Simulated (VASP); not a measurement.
Here is a VASP 6.6.1 calculation.

File POSCAR:

```
SiSe2
1.0
   -2.9703317692      4.8314797217      2.9051889634
    2.9703317692     -4.8314797217      2.9051889634
    2.9703317692      4.8314797217     -2.9051889634
Si Se
2 4
Direct
    0.2500000000      0.2500000000      0.0000000000
    0.7500000000      0.7500000000      0.0000000000
    0.1230209606      0.7862715410      0.9092925016
    0.8769790394      0.2137284590      0.0907074984
    0.6230209606      0.7137284590      0.3367494196
    0.3769790394      0.2862715410      0.6632505804
```

File INCAR.step1:

```
ALGO = Normal
EDIFF = 1E-5
EDIFFG = -0.005
ENCUT = 550
GGA = PE
GGA_COMPAT = False
IBRION = 2
ISIF = 3
ISMEAR = 0
LASPH = True
LCHARG = False
LREAL = False
LWAVE = True
NELM = 120
NELMIN = 4
NSW = 100
PREC = Accurate
SIGMA = 0.05
```

File INCAR.step2:

```
ALGO = Normal
EDIFF = 1E-7
EDIFFG = -0.01
ENCUT = 550
GGA_COMPAT = False
IBRION = 2
ISIF = 4
ISMEAR = 0
ISTART = 1
IVDW = 13
LASPH = True
LCHARG = False
LMIXTAU = True
LREAL = False
LWAVE = False
METAGGA = R2SCAN
NELM = 120
NELMIN = 4
NSW = 60
PREC = Accurate
SIGMA = 0.05
VDW_A1 = 0.51559235
VDW_A2 = 5.77342911
VDW_S6 = 1.0
VDW_S8 = 0.6018749
```

File KPOINTS:

```
k-points
0
Gamma
  6 6 6
```

Potentials or basis: VASP PAW PBE potentials, release 64 (Si, Se).

Launch:

```sh
$ cat potpaw_PBE.64/Si/POTCAR potpaw_PBE.64/Se/POTCAR > POTCAR
$ cp INCAR.step1 INCAR
$ mpirun -np 1 vasp_std > vasp.out
$ cp INCAR.step2 INCAR
$ mpirun -np 1 vasp_std > vasp.out
```

Question: Predict the band gap on the k mesh.

Answer: 2.06 eV (least direct gap 2.28 eV).

Question: What does it give for the dispersion energy per atom?

Answer: -0.111 eV.

Final structure:
```yaml
crystal:
  lattice:
    - [-2.96693, 4.81982, 2.91555]
    - [2.96693, -4.81982, 2.91555]
    - [2.96693, 4.81982, -2.91555]
  atoms:
    - { symbol: Si, position: [0.25000, 0.25000, 0.00000] }
    - { symbol: Si, position: [0.75000, 0.75000, 0.00000] }
    - { symbol: Se, position: [0.12414, 0.78420, 0.90834] }
    - { symbol: Se, position: [0.87586, 0.21580, 0.09166] }
    - { symbol: Se, position: [0.62414, 0.71580, 0.33995] }
    - { symbol: Se, position: [0.37586, 0.28420, 0.66005] }
```

 A k mesh can miss the band edges.
